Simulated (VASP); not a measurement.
# TiO2 (I4_1/amd) in VASP: single point with r2SCAN

Aim: the single point of TiO2 with r2SCAN.

Program: VASP 6.6.1. These are calculated values, not measurements. Logs are shortened: lines on timing, memory, paths and dates and some standing lists are left out, and cuts for length are marked.

**1. The cell of the first run**

The structure is tetragonal, space group I4_1/amd (No. 141). Conventional cell: a = 3.778 Å, b = 3.778 Å, c = 9.584 Å, α = 90.00°, β = 90.00°, γ = 90.00°. Ti (site symmetry -4m2) has 6 O at 1.93 to 1.99 Å within 2.6 Å. Within 2.6 Å of O (site symmetry 2mm) lie 3 Ti at 1.93 to 1.99 Å and 2 O at 2.46 Å.

**2. Single point, r2SCAN**

POSCAR

```
TiO2
1.0
    2.6712057488     -2.6712805751     -0.0199762041
    2.6712057488      2.6712805751     -0.0199762041
   -2.6352886453      0.0000000000      4.8119343396
Ti O
2 4
Direct
    0.1250075794      0.8749924206      0.2500000000
    0.8749924206      0.1250075794      0.7500000000
    0.3322533013      0.0822599512      0.6645086416
    0.6677466987      0.9177400488      0.3354913584
    0.9177400488      0.6677466987      0.8354913584
    0.0822599512      0.3322533013      0.1645086416
```

INCAR.step1

```
SYSTEM = TiO2
ALGO     = Normal         ! electronic algorithm
EDIFF    = 1E-4           ! SCF threshold, eV
ENCUT    = 520            ! plane-wave cutoff, eV
GGA      = PE             ! functional
ISMEAR   = 0              ! smearing method
LASPH    = .True.         ! aspherical terms in the spheres
LCHARG   = .False.        ! write CHGCAR
LREAL    = .False.        ! projectors in reciprocal space
LWAVE    = .True.         ! write WAVECAR
NBANDS   = 33             ! bands
NELM     = 60             ! most SCF steps
PREC     = Accurate       ! precision mode
SIGMA    = 0.01           ! smearing width, eV
```

INCAR.step2

```
SYSTEM = TiO2
ALGO     = Normal         ! electronic algorithm
EDIFF    = 1E-7           ! SCF threshold, eV
ENCUT    = 520            ! plane-wave cutoff, eV
ISIF     = 2              ! what is computed and relaxed
ISMEAR   = 0              ! smearing method
ISTART   = 1            
LASPH    = .True.         ! aspherical terms in the spheres
LCHARG   = .False.        ! write CHGCAR
LMIXTAU  = .True.       
LREAL    = .False.        ! projectors in reciprocal space
LWAVE    = .False.        ! write WAVECAR
METAGGA  = R2SCAN         ! meta-GGA
NBANDS   = 33             ! bands
NELM     = 60             ! most SCF steps
PREC     = Accurate       ! precision mode
SIGMA    = 0.01           ! smearing width, eV
```

KPOINTS

```
k-points
0
Gamma
  8 8 8
  0 0 0
```

Potentials or basis: VASP PAW PBE potentials, release 64 (Ti_sv, O).

Run with:

```console
> cat potpaw_PBE.64/Ti_sv/POTCAR potpaw_PBE.64/O/POTCAR > POTCAR
> cp INCAR.step1 INCAR
> mpirun -np 1 vasp_std > vasp.out
> cp INCAR.step2 INCAR
> mpirun -np 1 vasp_std > vasp.out
```

OUTCAR:

```text
SYSTEM = TiO2
   EDIFF = 1E-7
   ENCUT = 520
   ISIF = 2
   ISMEAR = 0
   ISTART = 1
   LASPH = .True.
   LREAL = .False.
   METAGGA = R2SCAN
   NELM = 60
   PREC = Accurate

 ion  position               nearest neighbor table
   1  0.125  0.875  0.250-   4 1.93   6 1.93   6 1.93   4 1.93   3 1.99   5 1.99
   2  0.875  0.125  0.750-   5 1.93   3 1.93   5 1.93   3 1.93   6 1.99   4 1.99
   3  0.332  0.082  0.665-   2 1.93   2 1.93   1 1.99
   4  0.668  0.918  0.335-   1 1.93   1 1.93   2 1.99
   5  0.918  0.668  0.835-   2 1.93   2 1.93   1 1.99
   6  0.082  0.332  0.165-   1 1.93   1 1.93   2 1.99

  LATTYP: Found a body centered tetragonal cell.
 ALAT       =     3.7777611243
 C/A-ratio  =     2.5370014569

  Lattice vectors:

 A1 = (  -0.0359171035,  -2.6712805751,  -4.7919581355)
 A2 = (  -0.0359171035,   2.6712805751,  -4.7919581355)
 A3 = (   2.7071228523,   0.0000000000,   4.7719819314)

Analysis of symmetry for initial positions (statically):
=====================================================================
 Subroutine PRICEL returns:
 Original cell was already a primitive cell.

 Routine SETGRP: Setting up the symmetry group for a
 body centered tetragonal supercell.

 Subroutine GETGRP returns: Found  4 space group operations
 (whereof  2 operations were pure point group operations)
 out of a pool of 16 trial point group operations.

The static configuration has the point symmetry S_2 .
 The point group associated with its full space group is C_2h.

Analysis of symmetry for dynamics (positions and initial velocities):
=====================================================================
 Subroutine PRICEL returns:
 Original cell was already a primitive cell.

 Routine SETGRP: Setting up the symmetry group for a
 body centered tetragonal supercell.

 Subroutine GETGRP returns: Found  4 space group operations
 (whereof  2 operations were pure point group operations)
 out of a pool of 16 trial point group operations.

The dynamic configuration has the point symmetry S_2 .
 The point group associated with its full space group is C_2h.

 Subroutine INISYM returns: Found  4 space group operations
 (whereof  2 operations are pure point group operations),
 and found     1 'primitive' translations

----------------------------------------------------------------------------------------

                                     Primitive cell

  volume of cell :      68.3903

  direct lattice vectors                    reciprocal lattice vectors
     2.671205749 -2.671280575 -0.019976204     0.187951155 -0.187176145  0.102932731
     2.671205749  2.671280575 -0.019976204     0.187951155  0.187176145  0.102932731
    -2.635288645  0.000000000  4.811934340     0.001560516  0.000000000  0.208671262

  length of vectors
     3.777761124  3.777761124  5.486297324     0.284527139  0.284527139  0.208677097

  position of ions in fractional coordinates (direct lattice)
     0.125007579  0.874992421  0.250000000
     0.874992421  0.125007579  0.750000000
     0.332253301  0.082259951  0.664508642
     0.667746699  0.917740049  0.335491358
     0.917740049  0.667746699  0.835491358
     0.082259951  0.332253301  0.164508642

  ion indices of the primitive-cell ions
   primitive index   ion index
                 1           1
                 2           2
                 3           3
                 4           4
                 5           5
                 6           6

----------------------------------------------------------------------------------------

 KPOINTS: k-points

Automatic generation of k-mesh.
 Grid dimensions read from file:
 generate k-points for:    8    8    8

 Generating k-lattice:

  Cartesian coordinates                     Fractional coordinates (reciprocal lattice)
     0.023493894 -0.023397018  0.012866591     0.125000000 -0.000000000  0.000000000
     0.023493894  0.023397018  0.012866591    -0.000000000  0.125000000  0.000000000
     0.000195065  0.000000000  0.026083908     0.000000000  0.000000000  0.125000000

  Length of vectors
     0.035565892  0.035565892  0.026084637

  Shift w.r.t. Gamma in fractional coordinates (k-lattice)
     0.000000000  0.000000000  0.000000000

 Subroutine IBZKPT returns following result:
 ===========================================

 Found    150 irreducible k-points:

 Following reciprocal coordinates:
            Coordinates               Weight
  0.000000  0.000000  0.000000      1.000000
  0.125000 -0.000000 -0.000000      4.000000
  0.000000 -0.125000  0.125000      4.000000
  0.250000 -0.000000 -0.000000      4.000000
  0.000000 -0.250000  0.250000      4.000000
  0.375000 -0.000000  0.000000      4.000000
[... 16 lines left out ...]
  0.500000 -0.125000 -0.375000      4.000000
 -0.125000  0.500000  0.125000      4.000000
 [... further k-points ...]
   k-points           NKPTS =    150   k-points in BZ     NKDIM =    150   number of bands    NBANDS=     33
   number of dos      NEDOS =    301   number of ions     NIONS =      6
   total plane-waves  NPLWV =  32928
   dimension x,y,z NGX =    28 NGY =   28 NGZ =   42
   dimension x,y,z NGXF=    56 NGYF=   56 NGZF=   84
   ions per type =               2   4
   NGX,Y,Z   is equivalent  to a cutoff of  12.32, 12.32, 12.73 a.u.
   NGXF,Y,Z  is equivalent  to a cutoff of  24.64, 24.64, 25.45 a.u.
 SYSTEM =  TiO2
   PREC   = accura    normal or accurate (medium, high low for compatibility)
   ISTART =      1    job   : 0-new  1-cont  2-samecut
   ICHARG =      0    charge: 1-file 2-atom 10-const
   ISPIN  =      1    spin polarized calculation?
   LNONCOLLINEAR =      F non collinear calculations
   LSORBIT =      F    spin-orbit coupling
   LASPH  =      T    aspherical Exc in radial PAW
   ENCUT  =  520.0 eV  38.22 Ry    6.18 a.u.   7.02  7.02 10.20*2*pi/ulx,y,z
   NELM   =     60;   NELMIN=  2; NELMDL=  0     # of ELM steps
   EDIFF  = 0.1E-06   stopping-criterion for ELM
   LREAL  =      F    real-space projection
   EDIFFG = 0.1E-05   stopping-criterion for IOM
   NSW    =      0    number of steps for IOM
   IBRION =     -1    ionic relax: 0-MD 1-quasi-New 2-CG
   NFREE  =      0    steps in history (QN), initial steepest desc. (CG)
   ISIF   =      2    stress and relaxation
   ISYM   =      2    0-nonsym 1-usesym 2-fastsym
   POTIM  = 0.5000    time-step for ionic-motion
   TEBEG  =    0.0;   TEEND  =   0.0 temperature during run
   PSTRESS=    0.0 pullay stress
   NELECT =      48.0000    total number of electrons
   NUPDOWN=      -1.0000    fix difference up-down
   EMIN   =  10.00;   EMAX   =-10.00  energy-range for DOS
   EFERMI =   0.00;   METHOD = LEGACY
   ISMEAR =     0;   SIGMA  =   0.01  broadening in eV -4-tet -1-fermi 0-gaus
   EFERMI_NEDOS =   21; number of points for ismear=-14 and -15
   IALGO  =     38    algorithm
   IMIX   =      4    mixing-type and parameters
     AMIX     =   0.40;   BMIX     =  1.00
     AMIX_MAG =   1.60;   BMIX_MAG =  1.00
  volume/ion in A,a.u.               =      11.40        76.92
  Fermi-wavevector in a.u.,A,eV,Ry     =   1.454869  2.749303 28.798681  2.116643
  Thomas-Fermi vector in A             =   2.571970
   LORBIT       =      0    0 simple, 1 ext, 2 COOP (PROOUT), +10 PAW based schemes
   METAGGA = R2SCAN    functional components
   LHFCALC =     F    Hartree Fock is set to
   AEXX    =    0.0000 exact exchange contribution
   IVDW    =     0    specifies the selected vdW correction
   LEPSILON=     F    determine dielectric tensor
   LRPA    =     F    only Hartree local field effects (RPA)
 non-spin polarized calculation
 Gauss-broadening in eV      SIGMA  =   0.01
  energy-cutoff  :      520.00
  volume of cell :       68.39
 maximum number of plane-waves:      1858
   NGX = 15   NGY = 15   NGZ = 21

 number of electron      47.9999995 magnetization

 Free energy of the ion-electron system (eV)
  ---------------------------------------------------
  ext. energy  EPLUGINS =         0.00000000
  ---------------------------------------------------
  free energy    TOTEN  =       -69.85813685 eV

  energy without entropy =      -69.85813685  energy(sigma->0) =      -69.85813685

 E-fermi :   3.1019     XC(G=0): -11.4451

 val. band max:        2.9772532968   @ k =  -0.3750   0.3750   0.0000
 cond. band min:       5.5690469440   @ k =   0.0000   0.0000   0.0000
 fundamental gap:      2.5917936472
 Fermi energy:         3.1019248598

 k-point     1 :       0.0000    0.0000    0.0000
  band No.  band energies     occupation
      1     -55.5685      2.00000
      2     -55.5095      2.00000
      3     -30.9856      2.00000
      4     -30.7376      2.00000
      5     -30.7376      2.00000
      6     -30.6686      2.00000
[... 25 lines left out ...]
     32       8.6173      0.00000
     33       8.6889      0.00000

 k-point     2 :       0.1250   -0.0000   -0.0000
  band No.  band energies     occupation
      1     -55.5664      2.00000
      2     -55.5108      2.00000
      3     -30.9816      2.00000
      4     -30.7594      2.00000
      5     -30.7390      2.00000
      6     -30.6777      2.00000
[... 25 lines left out ...]
     32       8.8346      0.00000
     33       9.1262      0.00000

 k-point     3 :       0.0000   -0.1250    0.1250
  band No.  band energies     occupation
      1     -55.5664      2.00000
      2     -55.5108      2.00000
      3     -30.9816      2.00000
      4     -30.7594      2.00000
      5     -30.7390      2.00000
      6     -30.6777      2.00000
[... 25 lines left out ...]
     32       8.8346      0.00000
     33       9.1262      0.00000

 k-point     4 :       0.2500   -0.0000   -0.0000
  band No.  band energies     occupation
      1     -55.5611      2.00000
      2     -55.5144      2.00000
      3     -30.9724      2.00000
      4     -30.8092      2.00000
      5     -30.7419      2.00000
      6     -30.6964      2.00000
[... 673 lines left out ...]
     32       9.9133      0.00000
     33      10.0276      0.00000

 k-point    23 :       0.5000   -0.1250   -0.3750
  band No.  band energies     occupation
      1     -55.5497      2.00000
      2     -55.5225      2.00000
      3     -30.9598      2.00000
      4     -30.8823      2.00000
      5     -30.7607      2.00000
      6     -30.7246      2.00000
[... 25 lines left out ...]
     32       9.9132      0.00000
     33      10.0276      0.00000

 k-point    24 :      -0.1250    0.5000    0.1250
  band No.  band energies     occupation
      1     -55.5497      2.00000
      2     -55.5225      2.00000
      3     -30.9597      2.00000
      4     -30.8823      2.00000
      5     -30.7607      2.00000
      6     -30.7246      2.00000
[... 25 lines left out ...]
     32       9.9132      0.00000
     33      10.0276      0.00000

 [... further k-points ...]

------------------------ aborting loop because EDIFF is reached ----------------------------------------

  FORCE on cell =-STRESS in cart. coord.  units (eV):
  Direction    XX          YY          ZZ          XY          YZ          ZX
  --------------------------------------------------------------------------------------
  -------------------------------------------------------------------------------------
  Total        0.5501604      0.5499009      0.4740369      0.0000000      0.0000000     -0.0012049
  in kB       12.8885990     12.8825194     11.1052546      0.0000000      0.0000000     -0.0282277
  external PRESSURE =      12.2921243 kB  Pullay stress =       0.0000000 kB

 VOLUME and BASIS-vectors are now :
 -----------------------------------------------------------------------------
  energy-cutoff  :      520.00
  volume of cell :       68.39
      direct lattice vectors                 reciprocal lattice vectors
     2.671205749 -2.671280575 -0.019976204     0.187951155 -0.187176145  0.102932731
     2.671205749  2.671280575 -0.019976204     0.187951155  0.187176145  0.102932731
    -2.635288645  0.000000000  4.811934340     0.001560516  0.000000000  0.208671262

 POSITION                                       TOTAL-FORCE (eV/Angst)
 -----------------------------------------------------------------------------------
      2.01238      2.00342      1.18301        -0.000000     -0.001059     -0.000000
      0.69474     -2.00342      3.58897         0.000000      0.001059      0.000000
     -0.64392     -0.66780      3.18929        -0.000417      0.000587      0.028613
      3.35104      0.66780      1.58269         0.000417     -0.000587     -0.028613
      2.03340     -0.66780      3.98866         0.000417      0.000587     -0.028613
      0.67372      0.66780      0.78332        -0.000417     -0.000587      0.028613
 -----------------------------------------------------------------------------------
    total drift:                               -0.000000     -0.000000     -0.000000

  FREE ENERGIE OF THE ION-ELECTRON SYSTEM (eV)
  ---------------------------------------------------
  free  energy   TOTEN  =       -69.8581368499 eV

  energy  without entropy=      -69.8581368499  energy(sigma->0) =      -69.85813685
```

It took 20 min on 1 thread of Intel Xeon Platinum 8488C (Sapphire Rapids), shared host; peak memory 0.37 GiB.

What came out:

| Property | Result |
| --- | --- |
| Free energy | -69.8581 eV |
| Pressure | 1.2 GPa |
| Largest force | 0.029 eV/Å |
| Band gap on the k mesh | 2.59 eV (least direct gap 2.90 eV) |

Forces on the atoms (eV/Å):
```
Ti   0.000 -0.001  0.000
Ti   0.000  0.001  0.000
O    0.000  0.001  0.029
O    0.000 -0.001 -0.029
O    0.000  0.001 -0.029
O    0.000 -0.001  0.029
```

Caveat: the PAW data sets were made with another functional, which shifts forces and pressure a little.
